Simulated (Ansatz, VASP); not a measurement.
Ag: VASP beside Ansatz

Contents of INCAR:

```
SYSTEM = Ag
  PREC = Accurate
  ENCUT = 520
  EDIFF = 1E-6
  ISMEAR = -1
  SIGMA = 0.05
  LREAL = .FALSE.
  LASPH = .TRUE.
  NELM = 80
  ALGO = Normal
  ISIF = 2
  LWAVE = .FALSE.
  LCHARG = .TRUE.
  GGA = PS
  LELF = .TRUE.
  LVHAR = .TRUE.
  NBANDS = 18
```

The input KPOINTS:

```
regular mesh
0
G
  14 14 8
  0 0 0
```

Contents of POSCAR:

```
Ag
1.0
    2.9299980804      0.0000000000      0.0000000000
   -1.4649990402      2.5374527707      0.0000000000
    0.0000000000      0.0000000000      4.7900000000
Ag
2
Direct
    0.3333333333      0.6666666667      0.2500000000
    0.6666666667      0.3333333333      0.7500000000
```

Input for Ansatz:

```yaml
crystal:
  lattice:
    - [2.9299980804, 0.0, 0.0]
    - [-1.4649990402, 2.5374527707, 0.0]
    - [0.0, 0.0, 4.79]
  atoms:
    - { symbol: Ag, position: [0.3333333333, 0.6666666667, 0.25] }
    - { symbol: Ag, position: [0.6666666667, 0.3333333333, 0.75] }
kpoints:
  mp_grid: { grid: [14, 14, 8] }
  band_path:
    path:
      - [0.0, 0.0, 0.0]
      - [0.5, 0.0, 0.0]
      - [0.3333333333, 0.3333333333, 0.0]
      - [0.0, 0.0, 0.0]
      - [0.0, 0.0, 0.5]
      - [0.5, 0.0, 0.5]
      - [0.3333333333, 0.3333333333, 0.5]
      - [0.0, 0.0, 0.5]
      - [0.5, 0.0, 0.5]
    npoints: 5
scf:
  occupations: { method: fermi_dirac, width: 0.05 }
hamiltonian:
  xc: pbesol
  pseudopotentials: { kind: all_electron, lapw: { basis_error: 0.00025 } }
output:
  forces: true
  stress: true
  eigenvalues: true
```

Alike in both runs: task single point; functional PBEsol; k mesh 14 × 14 × 8; occupations fermi-dirac, width 0.05 eV; no spin polarisation.

|  | VASP | Ansatz |
| --- | --- | --- |
| version | VASP 6.6.1 | Ansatz 0.2.0 |
| potentials or method | VASP PAW PBE potentials, release 64 (Ag), cutoff 520 eV | all-electron LAPW, scalar-relativistic |

|  | VASP | Ansatz | Ansatz less VASP |
| --- | --- | --- | --- |
| pressure (GPa) | -6.4 | -6.3 | +0.13 |
| traceless stress, the component that is largest in VASP (GPa) | -0.26 | -0.25 | +0.006 |

VASP's potentials were made for PBE, not for PBEsol. Ansatz ran all-electron here, and VASP with PAW potentials.
